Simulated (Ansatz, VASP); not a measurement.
## Sr: VASP beside Ansatz

The input POSCAR:

```
Sr
1.0
    3.9490822119      0.0000000000      0.0000000000
   -1.9745411060      3.4200055171      0.0000000000
    0.0000000000      0.0000000000      8.3975258976
Sr
2
Direct
    0.3333333333      0.6666666667      0.2500000000
    0.6666666667      0.3333333333      0.7500000000
```

The input INCAR.step1:

```
SYSTEM = Sr
PREC = Accurate
ENCUT = 520
ISMEAR = 0
SIGMA = 0.15
LREAL = .FALSE.
LASPH = .TRUE.
NELM = 60
NBANDS = 17
GGA = PE
ALGO = Normal
EDIFF = 1E-4
LWAVE = .TRUE.
LCHARG = .FALSE.
```

File INCAR.step2:

```
SYSTEM = Sr
PREC = Accurate
ENCUT = 520
EDIFF = 1E-6
ISMEAR = 0
SIGMA = 0.15
LREAL = .FALSE.
LASPH = .TRUE.
NELM = 60
ALGO = Normal
ISIF = 2
LWAVE = .FALSE.
LCHARG = .FALSE.
METAGGA = R2SCAN
LMIXTAU = .TRUE.
NBANDS = 17
ISTART = 1
```

Contents of KPOINTS:

```
regular mesh
0
G
  12 12 8
  0 0 0
```

Input for Ansatz:

```yaml
crystal:
  lattice:
    - [3.9490822119, 0.0, 0.0]
    - [-1.974541106, 3.4200055171, 0.0]
    - [0.0, 0.0, 8.3975258976]
  atoms:
    - { symbol: Sr, position: [0.3333333333, 0.6666666667, 0.25] }
    - { symbol: Sr, position: [0.6666666667, 0.3333333333, 0.75] }
basis:
  ecutwfc: 500
kpoints:
  mp_grid: { grid: [12, 12, 8] }
hamiltonian:
  xc: r2scan
scf:
  occupations: { method: gaussian, width: 0.15 }
output:
  forces: true
  stress: true
  eigenvalues: true
  write_density: true
  write_potential: true
  elf: true
  volumetric_format: npy
```

Alike in both runs: task single point; functional r2SCAN; k mesh 12 × 12 × 8; occupations gaussian, width 0.15 eV; no spin polarisation.

```csv
,VASP,Ansatz
version,VASP 6.6.1,Ansatz 0.2.0
potentials or method,"VASP PAW PBE potentials, release 64 (Sr_sv), cutoff 520 eV","scalar-relativistic, plane waves, PAW"
valence electrons in the cell,20,20
```

VASP gave:

```
gap on the k mesh at the Fermi level (eV)                     : none
pressure (GPa)                                                : 0.9
traceless stress, the component that is largest in VASP (GPa) : -4.86
```

Q: Estimate Ansatz's values.

A: gap on the k mesh at the Fermi level (eV): none; pressure (GPa): 0.9; traceless stress, the component that is largest in VASP (GPa): -4.84.

VASP's potentials were made for PBE, not for r2SCAN. A gap of «none» marks a metal or a gap that the smearing closes.
